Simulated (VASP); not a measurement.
A run of VASP 6.6.1:

File INCAR:

```
PREC = Accurate
ENCUT = 520
EDIFF = 1E-6
ISMEAR = 0
SIGMA = 0.01
LREAL = F
LASPH = T
NELM = 100
ALGO = Normal
ISIF = 2
LWAVE = F
LCHARG = T
GGA = PE
LELF = T
LVHAR = T
NBANDS = 16
```

The input KPOINTS:

```
Automatic mesh
0
Gamma
  6 6 6
```

File POSCAR:

```
GaN
1.0
    0.0000000000      2.2039734903      2.2958620709
    2.2039734903      0.0000000000      2.2958620709
    2.2039734903      2.2039734903      0.0000000000
Ga N
1 1
Direct
    0.0000000000      0.0000000000      0.0000000000
    0.2500000000      0.2500000000      0.2500000000
```

Potentials or basis: VASP PAW PBE potentials, release 64 (Ga_d, N).

The run is started by

```bash
$ cat potpaw_PBE.64/Ga_d/POTCAR potpaw_PBE.64/N/POTCAR > POTCAR
$ mpirun -np 1 vasp_std > vasp.out
```

Hardware: 1 thread of Intel Xeon 8259CL (shared host).

How long does it take, and how much memory?

Wall time 13 s on 1 thread of Intel Xeon 8259CL, with other jobs on the host, peak memory 0.14 GiB. Counts: scf iterations 13, k points 30.
